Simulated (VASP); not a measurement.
# Al4Ir (P4/mmm) in VASP: notebook

The runs below take Al4Ir through relaxation of cell and atoms, with PBE.

All numbers are computed with VASP 6.6.1; they aren't measurements. Logs are shortened: lines on timing, memory, paths and dates and some standing lists are left out, and cuts for length are marked.

## Step 1: The cell of the first run

The structure is tetragonal, space group P4/mmm (No. 123). The conventional cell has a = 3.376 Å, b = 3.376 Å, c = 6.704 Å, α = 90.00°, β = 90.00°, γ = 90.00°. Within 3.2 Å of Al (site symmetry 4mm) lie 5 Al at 2.40 to 3.19 Å and 4 Ir at 2.96 Å. Within 2.1 Å of Al (site symmetry 4mm) lie 1 Ir at 1.54 Å. Ir (site symmetry 4/mmm) has 2 Al at 1.54 Å within 2.1 Å.

The cell was built from a structure type or drawn by symmetry, and may not be a known phase.

## Step 2: Relaxation of cell and atoms, PBE

Contents of INCAR:

```
  ALGO = Normal
  EDIFF = 1E-7
  EDIFFG = -0.04
  ENCUT = 600
  GGA = PE
  IBRION = 2
  ISIF = 3
  ISMEAR = 0
  LASPH = T
  LCHARG = F
  LREAL = F
  LWAVE = F
  NELM = 80
  NSW = 90
  PREC = Accurate
  SIGMA = 0.1
```

Contents of KPOINTS:

```
k-points
0
Gamma
  6 6 4
```

Contents of POSCAR:

```
Al4Ir
1.0
    3.3763717900      0.0000000000      0.0000000000
    0.0000000000      3.3763717900      0.0000000000
    0.0000000000      0.0000000000      6.7038003700
Al Ir
4 1
Direct
    0.0000000000      0.0000000000      0.2622640100
    0.0000000000      0.0000000000      0.7377359900
    0.5000000000      0.5000000000      0.2301186400
    0.5000000000      0.5000000000      0.7698813600
    0.5000000000      0.5000000000      0.0000000000
```

Potentials or basis: VASP PAW PBE potentials, release 64 (Al, Ir).

Run with:

```sh
$ cat potpaw_PBE.64/Al/POTCAR potpaw_PBE.64/Ir/POTCAR > POTCAR
$ mpirun -np 1 vasp_std > vasp.out
```

OUTCAR:

```text
EDIFF = 1E-7
   EDIFFG = -0.04
   ENCUT = 600
   GGA = PE
   IBRION = 2
   ISIF = 3
   ISMEAR = 0
   LASPH = T
   LREAL = F
   NELM = 80
   NSW = 90
   PREC = Accurate

 ion  position               nearest neighbor table
   1  0.000  0.000  0.262-   3 2.40   3 2.40   3 2.40   3 2.40   5 2.96   5 2.96   5 2.96   5 2.96
                             2 3.19
   2  0.000  0.000  0.738-   4 2.40   4 2.40   4 2.40   4 2.40   5 2.96   5 2.96   5 2.96   5 2.96
                             1 3.19
   3  0.500  0.500  0.230-   5 1.54   1 2.40   1 2.40   1 2.40   1 2.40   4 3.09
   4  0.500  0.500  0.770-   5 1.54   2 2.40   2 2.40   2 2.40   2 2.40   3 3.09
   5  0.500  0.500  0.000-   3 1.54   4 1.54   1 2.96   2 2.96   1 2.96   2 2.96   1 2.96   2 2.96
                             1 2.96   2 2.96

 -----------------------------------------------------------------------------
|                                                                             |
|           W    W    AA    RRRRR   N    N  II  N    N   GGGG   !!!           |
|           W    W   A  A   R    R  NN   N  II  NN   N  G    G  !!!           |
|           W    W  A    A  R    R  N N  N  II  N N  N  G       !!!           |
|           W WW W  AAAAAA  RRRRR   N  N N  II  N  N N  G  GGG   !            |
|           WW  WW  A    A  R   R   N   NN  II  N   NN  G    G                |
|           W    W  A    A  R    R  N    N  II  N    N   GGGG   !!!           |
|                                                                             |
|     The distance between some ions is very small. Please check the          |
|     nearest-neighbor list in the OUTCAR file.                               |
|     I HOPE YOU KNOW WHAT YOU ARE DOING!                                     |
|                                                                             |
 -----------------------------------------------------------------------------

  LATTYP: Found a simple tetragonal cell.
 ALAT       =     3.3763717900
 C/A-ratio  =     1.9855042001

  Lattice vectors:

 A1 = (   3.3763717900,   0.0000000000,   0.0000000000)
 A2 = (   0.0000000000,   3.3763717900,   0.0000000000)
 A3 = (   0.0000000000,   0.0000000000,   6.7038003700)

Analysis of symmetry for initial positions (statically):
=====================================================================
 Subroutine PRICEL returns:
 Original cell was already a primitive cell.

 Routine SETGRP: Setting up the symmetry group for a
 simple tetragonal supercell.

 Subroutine GETGRP returns: Found 16 space group operations
 (whereof 16 operations were pure point group operations)
 out of a pool of 16 trial point group operations.

The static configuration has the point symmetry D_4h.

Analysis of symmetry for dynamics (positions and initial velocities):
=====================================================================
 Subroutine PRICEL returns:
 Original cell was already a primitive cell.

 Routine SETGRP: Setting up the symmetry group for a
 simple tetragonal supercell.

 Subroutine GETGRP returns: Found 16 space group operations
 (whereof 16 operations were pure point group operations)
 out of a pool of 16 trial point group operations.

The dynamic configuration has the point symmetry D_4h.

 Subroutine INISYM returns: Found 16 space group operations
 (whereof 16 operations are pure point group operations),
 and found     1 'primitive' translations

----------------------------------------------------------------------------------------

                                     Primitive cell

  volume of cell :      76.4226

  direct lattice vectors                    reciprocal lattice vectors
     3.376371790  0.000000000  0.000000000     0.296175914  0.000000000  0.000000000
     0.000000000  3.376371790  0.000000000     0.000000000  0.296175914  0.000000000
     0.000000000  0.000000000  6.703800370     0.000000000  0.000000000  0.149169120

  length of vectors
     3.376371790  3.376371790  6.703800370     0.296175914  0.296175914  0.149169120

  position of ions in fractional coordinates (direct lattice)
     0.000000000  0.000000000  0.262264010
     0.000000000  0.000000000  0.737735990
     0.500000000  0.500000000  0.230118640
     0.500000000  0.500000000  0.769881360
[... 35 lines left out ...]

 Following reciprocal coordinates:
            Coordinates               Weight
  0.000000  0.000000  0.000000      1.000000
  0.166667  0.000000  0.000000      4.000000
  0.333333  0.000000  0.000000      4.000000
  0.500000  0.000000  0.000000      2.000000
  0.166667  0.166667  0.000000      4.000000
  0.333333  0.166667  0.000000      8.000000
[... 16 lines left out ...]
  0.333333  0.000000  0.500000      4.000000
  0.500000  0.000000  0.500000      2.000000
 [... further k-points ...]
   k-points           NKPTS =     30   k-points in BZ     NKDIM =     30   number of bands    NBANDS=     14
   number of dos      NEDOS =    301   number of ions     NIONS =      5
   total plane-waves  NPLWV =  42336
   dimension x,y,z NGX =    28 NGY =   28 NGZ =   54
   dimension x,y,z NGXF=    56 NGYF=   56 NGZF=  108
   ions per type =               4   1
   NGX,Y,Z   is equivalent  to a cutoff of  13.79, 13.79, 13.39 a.u.
   NGXF,Y,Z  is equivalent  to a cutoff of  27.57, 27.57, 26.78 a.u.
 SYSTEM =  unknown system
   PREC   = accura    normal or accurate (medium, high low for compatibility)
   ISTART =      0    job   : 0-new  1-cont  2-samecut
   ICHARG =      2    charge: 1-file 2-atom 10-const
   ISPIN  =      1    spin polarized calculation?
   LNONCOLLINEAR =      F non collinear calculations
   LSORBIT =      F    spin-orbit coupling
   LASPH  =      T    aspherical Exc in radial PAW
   ENCUT  =  600.0 eV  44.10 Ry    6.64 a.u.   6.74  6.74 13.39*2*pi/ulx,y,z
   NELM   =     80;   NELMIN=  2; NELMDL= -5     # of ELM steps
   EDIFF  = 0.1E-06   stopping-criterion for ELM
   LREAL  =      F    real-space projection
   EDIFFG = -.4E-01   stopping-criterion for IOM
   NSW    =     90    number of steps for IOM
   IBRION =      2    ionic relax: 0-MD 1-quasi-New 2-CG
   NFREE  =      1    steps in history (QN), initial steepest desc. (CG)
   ISIF   =      3    stress and relaxation
   ISYM   =      2    0-nonsym 1-usesym 2-fastsym
   POTIM  = 0.5000    time-step for ionic-motion
   TEBEG  =    0.0;   TEEND  =   0.0 temperature during run
   PSTRESS=    0.0 pullay stress
   NELECT =      21.0000    total number of electrons
   NUPDOWN=      -1.0000    fix difference up-down
   EMIN   =  10.00;   EMAX   =-10.00  energy-range for DOS
   EFERMI =   0.00;   METHOD = LEGACY
   ISMEAR =     0;   SIGMA  =   0.10  broadening in eV -4-tet -1-fermi 0-gaus
   EFERMI_NEDOS =   21; number of points for ismear=-14 and -15
   IALGO  =     38    algorithm
   IMIX   =      4    mixing-type and parameters
     AMIX     =   0.40;   BMIX     =  1.00
     AMIX_MAG =   1.60;   BMIX_MAG =  1.00
  volume/ion in A,a.u.               =      15.28       103.14
  Fermi-wavevector in a.u.,A,eV,Ry     =   1.064325  2.011282 15.412498  1.132787
  Thomas-Fermi vector in A             =   2.199839
   LORBIT       =      0    0 simple, 1 ext, 2 COOP (PROOUT), +10 PAW based schemes
   GGA     = PE    functional components
   LHFCALC =     F    Hartree Fock is set to
   AEXX    =    0.0000 exact exchange contribution
   IVDW    =     0    specifies the selected vdW correction
   LEPSILON=     F    determine dielectric tensor
   LRPA    =     F    only Hartree local field effects (RPA)
 conjugate gradient relaxation of ions
 non-spin polarized calculation
 Gauss-broadening in eV      SIGMA  =   0.10
  energy-cutoff  :      600.00
  volume of cell :       76.42
 maximum number of plane-waves:      2588
 NGX is ok and might be reduce to    28
   NGX = 13   NGY = 13   NGZ = 27

--------------------------------------- Ionic step        1  -------------------------------------------

 number of electron      21.0000001 magnetization

 Free energy of the ion-electron system (eV)
  ---------------------------------------------------
  ext. energy  EPLUGINS =         0.00000000
  ---------------------------------------------------
  free energy    TOTEN  =         2.60143175 eV

  energy without entropy =        2.60978693  energy(sigma->0) =        2.60560934

------------------------ aborting loop because EDIFF is reached ----------------------------------------

  FORCE on cell =-STRESS in cart. coord.  units (eV):
  Direction    XX          YY          ZZ          XY          YZ          ZX
  --------------------------------------------------------------------------------------
  -------------------------------------------------------------------------------------
  Total       17.1250517     17.1250517    117.6488378      0.0000000      0.0000000     -0.0000000
  in kB      359.0218459    359.0218459   2466.4744692      0.0000000      0.0000000     -0.0000000
  external PRESSURE =    1061.5060537 kB  Pullay stress =       0.0000000 kB
[... 65 lines left out ...]
--------------------------------------- Ionic step        3  -------------------------------------------

 number of electron      20.9997283 magnetization

------------------------ aborting loop EDIFF was not reached (unconverged)  ----------------------------

  FORCE on cell =-STRESS in cart. coord.  units (eV):
  Direction    XX          YY          ZZ          XY          YZ          ZX
  --------------------------------------------------------------------------------------
  -------------------------------------------------------------------------------------
  Total      -14.9467843    -14.9467843   -101.2790807      0.0000000     -0.0000000      0.0000000
  in kB      -20.5013671    -20.5013671   -138.9168117      0.0000000     -0.0000000      0.0000000
  external PRESSURE =     -59.9731820 kB  Pullay stress =       0.0000000 kB
[... 1262 lines left out ...]
      3      -0.2155      2.00000
      4       0.0066      2.00000
      5       2.9257      2.00000
      6       3.6946      2.00000
      7       3.8533      2.00000
      8       3.9337      2.00000
      9       4.5371      2.00000
     10       5.3125      2.00000
     11       5.3698      2.00000
     12       6.9037      0.00000
     13       8.5402      0.00000
     14       9.5722      0.00000

 [... further k-points ...]

[... ionic steps 4 to 38 ...]

--------------------------------------- Ionic step       39  -------------------------------------------

 number of electron      21.0000003 magnetization

------------------------ aborting loop because EDIFF is reached ----------------------------------------
[... 73 lines left out ...]
--------------------------------------- Ionic step       41  -------------------------------------------

 number of electron      21.0000003 magnetization

 Free energy of the ion-electron system (eV)
  ---------------------------------------------------
  ext. energy  EPLUGINS =         0.00000000
  ---------------------------------------------------
  free energy    TOTEN  =       -25.42874313 eV

  energy without entropy =      -25.42447371  energy(sigma->0) =      -25.42660842

 E-fermi :   7.8148     XC(G=0): -10.6736

 val. band max:        7.7504388507   @ k =   0.5000   0.3333   0.5000
 cond. band min:       7.8200346148   @ k =   0.3333   0.0000   0.0000
 fundamental gap:      0.0695957641
 Fermi energy:         7.8147909195
[... 440 lines left out ...]
  FREE ENERGIE OF THE ION-ELECTRON SYSTEM (eV)
  ---------------------------------------------------
  free  energy   TOTEN  =       -25.4287431301 eV

  energy  without entropy=      -25.4244737137  energy(sigma->0) =      -25.42660842

 reached required accuracy - stopping structural energy minimisation
```

Wall time 18 min (1 thread of Intel Xeon 6975P-C (Granite Rapids), shared host); peak memory 0.24 GiB.

Results:

| Item | Value |
| --- | --- |
| Free energy | -25.4287 eV |
| Relaxed volume | 16.45 Å³/atom |
| Relaxed cell | a = 2.908 Å, b = 2.908 Å, c = 9.728 Å, α = 90.00°, β = 90.00°, γ = 90.00° |
| Space group after relaxing (to 0.1 Å) | P4/mmm (No. 123) |
| Pressure after relaxing | 0.1 GPa |
| Largest force after relaxing | 0.009 eV/Å |
| Band gap on the k mesh | zero (an odd number of electrons rules out a gap without spin polarisation) |

Forces in eV/Å, atoms in the order of the input:
```
Al   0.000  0.000  0.009
Al   0.000  0.000 -0.009
Al   0.000  0.000 -0.003
Al   0.000  0.000  0.003
Ir   0.000  0.000  0.000
```

Final structure:
```
Al Ir
1.0
     2.90777    0.00000    0.00000
     0.00000    2.90777    0.00000
     0.00000    0.00000    9.72811
Al Ir
4 1
Direct
  0.00000 0.00000 0.16464
  0.00000 0.00000 0.83536
  0.50000 0.50000 0.63606
  0.50000 0.50000 0.36394
  0.50000 0.50000 0.00000
```

Caveat: a cell axis changed by over 15 % at a fixed basis, so the end point is rough; spin-orbit coupling is left out, which moves the levels of the heavy elements.

## Step 3: Relaxation of cell and atoms, PBE

This run uses another cell than the first one, of 16.44 Å³/atom.

Contents of INCAR:

```
SYSTEM = Al4Ir
PREC = Accurate
ENCUT = 600
EDIFF = 1E-7
ISMEAR = 0
SIGMA = 0.1
LREAL = .FALSE.
LASPH = .TRUE.
NELM = 80
ALGO = Fast
ISIF = 3
LWAVE = .FALSE.
LCHARG = .FALSE.
GGA = PE
IBRION = 2
NSW = 100
EDIFFG = -0.01
```

Contents of KPOINTS:

```
Automatic mesh
0
G
  14 14 4
  0 0 0
```

Contents of POSCAR:

```
Al4Ir
1.0
    2.9068361384      0.0000000000      0.0000000000
    0.0000000000      2.9068361384      0.0000000000
    0.0000000000      0.0000000000      9.7306219183
Al Ir
4 1
Direct
    0.0000000000      0.0000000000      0.1645616136
    0.0000000000      0.0000000000      0.8354383864
    0.5000000000      0.5000000000      0.3641025247
    0.5000000000      0.5000000000      0.6358974753
    0.5000000000      0.5000000000      0.0000000000
```

Potentials or basis: VASP PAW PBE potentials, release 64 (Al, Ir).

Run with:

```sh
$ cat potpaw_PBE.64/Al/POTCAR potpaw_PBE.64/Ir/POTCAR > POTCAR
$ mpirun -np 1 vasp_std > vasp.out
```

It took 3.2 min on 1 thread of Intel Xeon 6975P-C (Granite Rapids), shared host; peak memory 0.33 GiB.

The run converged. Its results:

```
Free energy                           : -25.3814 eV
Relaxed volume                        : 16.49 Å³/atom
Relaxed cell                          : a = 2.907 Å, b = 2.907 Å, c = 9.760 Å, α = 90.00°, β = 90.00°, γ = 90.00°
Space group after relaxing (to 0.1 Å) : P4/mmm (No. 123)
Energy gained by relaxing             : 0.2 meV/atom
Ionic steps                           : 6
Pressure after relaxing               : 0.0 GPa
Largest force after relaxing          : 0.003 eV/Å
Band gap on the k mesh                : zero (an odd number of electrons rules out a gap without spin polarisation)
```

Forces in eV/Å, atoms in the order of the input:
```
Al   0.000  0.000  0.001
Al   0.000  0.000 -0.001
Al   0.000  0.000 -0.003
Al   0.000  0.000  0.003
Ir   0.000  0.000  0.000
```

The path:
```tsv
step	energy change (eV)	largest force (eV/Å)	pressure (GPa)	volume (Å³)
1	0.0000	0.0788	0.17	82.22
2	-0.0007	0.0458	-0.05	82.43
3	-0.0008	0.0260	-0.18	82.55
4	-0.0010	0.0210	0.14	82.40
5	-0.0010	0.0109	0.03	82.45
6	-0.0010	0.0031	0.01	82.47
```

Final structure:
```xyz
5
Lattice="2.9068 0.0000 0.0000 0.0000 2.9068 0.0000 0.0000 0.0000 9.7605" Properties=species:S:1:pos:R:3 pbc="T T T"
Al    2.9068    0.0000    1.5978
Al    2.9068    0.0000    8.1626
Al    1.4534    1.4534    3.5574
Al    1.4534    1.4534    6.2031
Ir    1.4534    1.4534    0.0000
```

Levels at points of the mesh, in eV from the Fermi level:
```
           k point  band 7  band 8  band 9  band 10  band 11  band 12  band 13  band 14
(0.00, 0.00, 0.00)   -2.04   -1.99   -1.99    -0.64     2.77     5.59     5.67     5.67
(0.50, 0.00, 0.00)   -3.54   -3.36   -2.61    -1.54     0.08     0.14     0.61     1.99
(0.50, 0.50, 0.00)   -0.80   -0.41   -0.41    -0.31    -0.16     0.01     0.05     0.05
(0.00, 0.00, 0.50)   -1.99   -1.99   -1.21    -0.64     1.42     5.81     5.85     5.85
(0.50, 0.00, 0.50)   -2.90   -2.89   -2.61    -1.94    -1.54     0.42     1.58     2.73
(0.50, 0.50, 0.50)   -1.38   -1.23   -1.23    -0.42     0.39     0.87     1.12     1.20
```

Caveat: spin-orbit coupling is left out, which moves the levels of the heavy elements.
